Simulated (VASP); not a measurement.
# Hf (P6_3/mmc) in VASP: a series of runs

Hf is run at these levels: PBEsol; tasks: single point, relaxation of volume and atoms at fixed shape.

Everything below comes from runs of VASP 6.6.1. Logs are shortened: lines on timing, memory, paths and dates and some standing lists are left out, and cuts for length are marked.

## (1) The cell of the first run

Symmetry: P6_3/mmc, No. 194, hexagonal system. Conventional cell: a = 3.162 Å, b = 3.162 Å, c = 5.003 Å, α = 90.00°, β = 90.00°, γ = 120.00°. Hf (site symmetry -6m2) has 12 Hf at 3.10 to 3.16 Å within 4.1 Å.

## (2) Single point, PBEsol

INCAR

```
PREC = Accurate
ENCUT = 520
EDIFF = 1E-7
ISMEAR = -1
SIGMA = 0.05
LREAL = F
LASPH = T
NELM = 60
ALGO = Normal
ISIF = 2
LWAVE = F
LCHARG = F
GGA = PS
NBANDS = 17
```

KPOINTS

```
regular mesh
0
Gamma
  9 9 5
```

POSCAR

```
Hf
1.0
    3.1620881796      0.0000000000      0.0000000000
   -1.5810440898      2.7384486925      0.0000000000
    0.0000000000      0.0000000000      5.0030377496
Hf
2
Direct
    0.3333333333      0.6666666667      0.2500000000
    0.6666666667      0.3333333333      0.7500000000
```

Potentials or basis: VASP PAW PBE potentials, release 64 (Hf_pv).

Command:

```sh
> cat potpaw_PBE.64/Hf_pv/POTCAR > POTCAR
> mpirun -np 1 vasp_std > vasp.out
```

OUTCAR:

```text
PREC = Accurate
   ENCUT = 520
   EDIFF = 1E-7
   ISMEAR = -1
   LREAL = F
   LASPH = T
   NELM = 60
   ISIF = 2
   GGA = PS

 ion  position               nearest neighbor table
   1  0.333  0.667  0.250-   2 3.10   2 3.10   2 3.10   2 3.10   2 3.10   2 3.10
   2  0.667  0.333  0.750-   1 3.10   1 3.10   1 3.10   1 3.10   1 3.10   1 3.10

  LATTYP: Found a hexagonal cell.
 ALAT       =     3.1620881796
 C/A-ratio  =     1.5821942544

  Lattice vectors:

 A1 = (   3.1620881796,   0.0000000000,   0.0000000000)
 A2 = (  -1.5810440898,   2.7384486925,   0.0000000000)
 A3 = (   0.0000000000,   0.0000000000,   5.0030377496)

Analysis of symmetry for initial positions (statically):
=====================================================================
 Subroutine PRICEL returns:
 Original cell was already a primitive cell.

 Routine SETGRP: Setting up the symmetry group for a
 hexagonal supercell.

 Subroutine GETGRP returns: Found 24 space group operations
 (whereof 12 operations were pure point group operations)
 out of a pool of 24 trial point group operations.

The static configuration has the point symmetry D_3d.
 The point group associated with its full space group is D_6h.

Analysis of symmetry for dynamics (positions and initial velocities):
=====================================================================
 Subroutine PRICEL returns:
 Original cell was already a primitive cell.

 Routine SETGRP: Setting up the symmetry group for a
 hexagonal supercell.

 Subroutine GETGRP returns: Found 24 space group operations
 (whereof 12 operations were pure point group operations)
 out of a pool of 24 trial point group operations.

The dynamic configuration has the point symmetry D_3d.
 The point group associated with its full space group is D_6h.

 Subroutine INISYM returns: Found 24 space group operations
 (whereof 12 operations are pure point group operations),
 and found     1 'primitive' translations

----------------------------------------------------------------------------------------

                                     Primitive cell

  volume of cell :      43.3224

  direct lattice vectors                    reciprocal lattice vectors
     3.162088180  0.000000000  0.000000000     0.316246715  0.182585126  0.000000000
    -1.581044090  2.738448693  0.000000000     0.000000000  0.365170252  0.000000000
     0.000000000  0.000000000  5.003037750     0.000000000  0.000000000  0.199878564

  length of vectors
     3.162088180  3.162088180  5.003037750     0.365170252  0.365170252  0.199878564

  position of ions in fractional coordinates (direct lattice)
     0.333333333  0.666666667  0.250000000
     0.666666667  0.333333333  0.750000000

  ion indices of the primitive-cell ions
   primitive index   ion index
                 1           1
                 2           2

----------------------------------------------------------------------------------------

 KPOINTS: regular mesh

Automatic generation of k-mesh.
 Grid dimensions read from file:
 generate k-points for:    9    9    5

 Generating k-lattice:

  Cartesian coordinates                     Fractional coordinates (reciprocal lattice)
     0.035138524  0.020287236  0.000000000     0.111111111  0.000000000  0.000000000
     0.000000000  0.040574472  0.000000000     0.000000000  0.111111111  0.000000000
     0.000000000  0.000000000  0.039975713     0.000000000  0.000000000  0.200000000

  Length of vectors
     0.040574472  0.040574472  0.039975713

  Shift w.r.t. Gamma in fractional coordinates (k-lattice)
     0.000000000  0.000000000  0.000000000

 Subroutine IBZKPT returns following result:
 ===========================================

 Found     36 irreducible k-points:

 Following reciprocal coordinates:
            Coordinates               Weight
  0.000000  0.000000  0.000000      1.000000
  0.111111  0.000000  0.000000      6.000000
  0.222222  0.000000  0.000000      6.000000
  0.333333  0.000000  0.000000      6.000000
  0.444444  0.000000  0.000000      6.000000
  0.111111  0.111111  0.000000      6.000000
[... 16 lines left out ...]
  0.333333  0.222222  0.200000     24.000000
  0.333333  0.333333  0.200000      4.000000
 [... further k-points ...]
   k-points           NKPTS =     36   k-points in BZ     NKDIM =     36   number of bands    NBANDS=     17
   number of dos      NEDOS =    301   number of ions     NIONS =      2
   total plane-waves  NPLWV =  23040
   dimension x,y,z NGX =    24 NGY =   24 NGZ =   40
   dimension x,y,z NGXF=    48 NGYF=   48 NGZF=   80
   ions per type =               2
   NGX,Y,Z   is equivalent  to a cutoff of  12.62, 12.62, 13.29 a.u.
   NGXF,Y,Z  is equivalent  to a cutoff of  25.24, 25.24, 26.58 a.u.
 SYSTEM =  unknown system
   PREC   = accura    normal or accurate (medium, high low for compatibility)
   ISTART =      0    job   : 0-new  1-cont  2-samecut
   ICHARG =      2    charge: 1-file 2-atom 10-const
   ISPIN  =      1    spin polarized calculation?
   LNONCOLLINEAR =      F non collinear calculations
   LSORBIT =      F    spin-orbit coupling
   LASPH  =      T    aspherical Exc in radial PAW
   ENCUT  =  520.0 eV  38.22 Ry    6.18 a.u.   5.88  5.88  9.30*2*pi/ulx,y,z
   NELM   =     60;   NELMIN=  2; NELMDL= -5     # of ELM steps
   EDIFF  = 0.1E-06   stopping-criterion for ELM
   LREAL  =      F    real-space projection
   EDIFFG = 0.1E-05   stopping-criterion for IOM
   NSW    =      0    number of steps for IOM
   IBRION =     -1    ionic relax: 0-MD 1-quasi-New 2-CG
   NFREE  =      0    steps in history (QN), initial steepest desc. (CG)
   ISIF   =      2    stress and relaxation
   ISYM   =      2    0-nonsym 1-usesym 2-fastsym
   POTIM  = 0.5000    time-step for ionic-motion
   TEBEG  =    0.0;   TEEND  =   0.0 temperature during run
   PSTRESS=    0.0 pullay stress
   NELECT =      20.0000    total number of electrons
   NUPDOWN=      -1.0000    fix difference up-down
   EMIN   =  10.00;   EMAX   =-10.00  energy-range for DOS
   EFERMI =   0.00;   METHOD = LEGACY
   ISMEAR =    -1;   SIGMA  =   0.05  broadening in eV -4-tet -1-fermi 0-gaus
   EFERMI_NEDOS =   21; number of points for ismear=-14 and -15
   IALGO  =     38    algorithm
   IMIX   =      4    mixing-type and parameters
     AMIX     =   0.40;   BMIX     =  1.00
     AMIX_MAG =   1.60;   BMIX_MAG =  1.00
  volume/ion in A,a.u.               =      21.66       146.18
  Fermi-wavevector in a.u.,A,eV,Ry     =   1.265263  2.391000 21.781427  1.600890
  Thomas-Fermi vector in A             =   2.398525
   LORBIT       =      0    0 simple, 1 ext, 2 COOP (PROOUT), +10 PAW based schemes
   GGA     = PS    functional components
   LHFCALC =     F    Hartree Fock is set to
   AEXX    =    0.0000 exact exchange contribution
   IVDW    =     0    specifies the selected vdW correction
   LEPSILON=     F    determine dielectric tensor
   LRPA    =     F    only Hartree local field effects (RPA)
 non-spin polarized calculation
  energy-cutoff  :      520.00
  volume of cell :       43.32
 maximum number of plane-waves:      1182
 NGX is ok and might be reduce to    24
   NGX = 11   NGY = 11   NGZ = 19

 number of electron      19.9999997 magnetization

 Free energy of the ion-electron system (eV)
  ---------------------------------------------------
  ext. energy  EPLUGINS =         0.00000000
  ---------------------------------------------------
  free energy    TOTEN  =       -21.01760513 eV

  energy without entropy =      -21.00711459  energy(sigma->0) =      -21.01235986

 E-fermi :   5.0178     XC(G=0): -11.5393

 val. band max:        4.9573202946   @ k =   0.0000   0.0000   0.4000
 cond. band min:       5.0738784954   @ k =   0.3333   0.2222   0.4000
 fundamental gap:      0.1165582008
 Fermi energy:         5.0177549118

 k-point     1 :       0.0000    0.0000    0.0000
  band No.  band energies     occupation
      1     -26.0298      2.00000
      2     -25.1901      2.00000
      3     -25.1901      2.00000
      4     -25.0571      2.00000
      5     -25.0475      2.00000
      6     -25.0475      2.00000
[... 9 lines left out ...]
     16       7.6681      0.00000
     17      10.4842      0.00000

 k-point     2 :       0.1111    0.0000    0.0000
  band No.  band energies     occupation
      1     -25.9943      2.00000
      2     -25.2655      2.00000
      3     -25.2152      2.00000
      4     -25.1267      2.00000
      5     -25.0736      2.00000
      6     -25.0576      2.00000
[... 9 lines left out ...]
     16       7.3641      0.00000
     17      10.7637      0.00000

 k-point     3 :       0.2222    0.0000    0.0000
  band No.  band energies     occupation
      1     -25.8964      2.00000
      2     -25.4564      2.00000
      3     -25.3183      2.00000
      4     -25.2755      2.00000
      5     -25.1232      2.00000
      6     -25.0857      2.00000
[... 9 lines left out ...]
     16       8.3522      0.00000
     17      11.2301      0.00000

 k-point     4 :       0.3333    0.0000    0.0000
  band No.  band energies     occupation
      1     -25.7615      2.00000
      2     -25.6726      2.00000
      3     -25.5223      2.00000
      4     -25.3405      2.00000
      5     -25.2028      2.00000
      6     -25.1204      2.00000
[... 9 lines left out ...]
     16       9.7875      0.00000
     17      11.5430      0.00000
[... 343 lines left out ...]
      1     -25.7770      2.00000
      2     -25.6806      2.00000
      3     -25.4775      2.00000
      4     -25.4304      2.00000
      5     -25.2597      2.00000
      6     -25.2012      2.00000
[... 9 lines left out ...]
     16      10.5448      0.00000
     17      11.6832      0.00000

 k-point    23 :       0.3333    0.2222    0.2000
  band No.  band energies     occupation
      1     -25.7872      2.00000
      2     -25.7023      2.00000
      3     -25.5584      2.00000
      4     -25.4125      2.00000
      5     -25.3407      2.00000
      6     -25.2534      2.00000
[... 9 lines left out ...]
     16      11.2450      0.00000
     17      11.8429      0.00000

 k-point    24 :       0.3333    0.3333    0.2000
  band No.  band energies     occupation
      1     -25.6852      2.00000
      2     -25.6852      2.00000
      3     -25.6845      2.00000
      4     -25.4317      2.00000
      5     -25.3253      2.00000
      6     -25.3253      2.00000
[... 9 lines left out ...]
     16      10.4693      0.00000
     17      11.3821      0.00000

 [... further k-points ...]
[... 5 lines left out ...]
  --------------------------------------------------------------------------------------
  -------------------------------------------------------------------------------------
  Total       -0.1990398     -0.1990398     -0.2414776      0.0000000      0.0000000      0.0000000
  in kB       -7.3610230     -7.3610230     -8.9304845      0.0000000      0.0000000      0.0000000
  external PRESSURE =      -7.8841768 kB  Pullay stress =       0.0000000 kB

 VOLUME and BASIS-vectors are now :
 -----------------------------------------------------------------------------
  energy-cutoff  :      520.00
  volume of cell :       43.32
      direct lattice vectors                 reciprocal lattice vectors
     3.162088180  0.000000000  0.000000000     0.316246715  0.182585126  0.000000000
    -1.581044090  2.738448693  0.000000000     0.000000000  0.365170252  0.000000000
     0.000000000  0.000000000  5.003037750     0.000000000  0.000000000  0.199878564

 POSITION                                       TOTAL-FORCE (eV/Angst)
 -----------------------------------------------------------------------------------
     -0.00000      1.82563      1.25076        -0.000000     -0.000000      0.000000
      1.58104      0.91282      3.75228         0.000000      0.000000      0.000000
 -----------------------------------------------------------------------------------
    total drift:                                0.000000     -0.000000      0.000000

  FREE ENERGIE OF THE ION-ELECTRON SYSTEM (eV)
  ---------------------------------------------------
  free  energy   TOTEN  =       -21.0176051348 eV

  energy  without entropy=      -21.0071145872  energy(sigma->0) =      -21.01235986
```

Run time: 10 s. Hardware: 1 thread of Intel Xeon 6975P-C (Granite Rapids), shared host; peak memory 0.16 GiB.

What came out:

| Quantity | Value |
| --- | --- |
| Free energy | -21.0176 eV |
| Pressure | -0.8 GPa |
| Band gap on the k mesh | zero (band 10 reaches 6.16 eV, above the bottom of band 11 at 4.64 eV) |

Levels at points of the mesh, in eV from the Fermi level:
| k point | band 8 | band 9 | band 10 | band 11 | band 12 | band 13 |
| --- | --- | --- | --- | --- | --- | --- |
| (0.00, 0.00, 0.00) | -3.85 | 0.75 | 1.14 | 1.14 | 1.43 | 2.00 |

Caveat: the PAW data sets were made with another functional, which shifts forces and pressure a little; spin-orbit coupling is left out, which moves the levels of the heavy elements.

## (3) Relaxation of volume and atoms at fixed shape, PBEsol

This run uses another cell than the first one, of 22.38 Å³/atom, 1.033 times its volume.

INCAR

```
SYSTEM = Hf
PREC = Accurate
ENCUT = 600
EDIFF = 1E-6
ISMEAR = -1
SIGMA = 0.05
LREAL = .FALSE.
LASPH = .TRUE.
NELM = 80
ALGO = Normal
ISIF = 8
LWAVE = .FALSE.
LCHARG = .FALSE.
GGA = PS
IBRION = 2
NSW = 60
EDIFFG = -0.01
```

KPOINTS

```
Automatic mesh
0
G
  9 9 5
  0 0 0
```

POSCAR

```
Hf
1.0
    3.1967000000      0.0000000000      0.0000000000
   -1.5983500000      2.7684230000      0.0000000000
    0.0000000000      0.0000000000      5.0578000000
Hf
2
Direct
    0.3333333333      0.6666666667      0.2500000000
    0.6666666667      0.3333333333      0.7500000000
```

Potentials or basis: VASP PAW PBE potentials, release 64 (Hf_pv).

Command:

```sh
> cat potpaw_PBE.64/Hf_pv/POTCAR > POTCAR
> mpirun -np 1 vasp_std > vasp.out
```

Run time: 23 s. Hardware: 1 thread of Intel Xeon 6975P-C (Granite Rapids), shared host; peak memory 0.19 GiB.

Results (log left out):

| Item | Value |
| --- | --- |
| Free energy | -21.0189 eV |
| Relaxed volume | 21.52 Å³/atom |
| Relaxed cell | a = 3.155 Å, b = 3.155 Å, c = 4.992 Å, α = 90.00°, β = 90.00°, γ = 120.00° |
| Space group after relaxing (to 0.05 Å) | P6_3/mmc (No. 194) |
| Energy gained by relaxing | 11.9 meV/atom |
| Ionic steps | 3 |
| Pressure after relaxing | 0.0 GPa |
| Band gap on the k mesh | zero (band 10 reaches 6.21 eV, above the bottom of band 11 at 4.69 eV) |

The path:
```csv
step,energy change (eV),largest force (eV/Å),pressure (GPa),volume (Å³)
1,0.0000,0.0000,-4.28,44.76
2,0.0136,0.0000,6.13,40.99
3,-0.0239,0.0000,-0.05,43.05
```

Final structure:
```xyz
2
Lattice="3.1553 0.0000 0.0000 -1.5777 2.7326 0.0000 0.0000 0.0000 4.9923" Properties=species:S:1:pos:R:3 pbc="T T T"
Hf    0.0000    1.8217    1.2481
Hf    1.5777    0.9109    3.7443
```

Levels at points of the mesh, in eV from the Fermi level:
```tsv
k point	band 8	band 9	band 10	band 11	band 12	band 13
(0.00, 0.00, 0.00)	-3.87	0.77	1.14	1.14	1.43	2.01
```

Caveat: the PAW data sets were made with another functional, which shifts forces and pressure a little; spin-orbit coupling is left out, which moves the levels of the heavy elements.
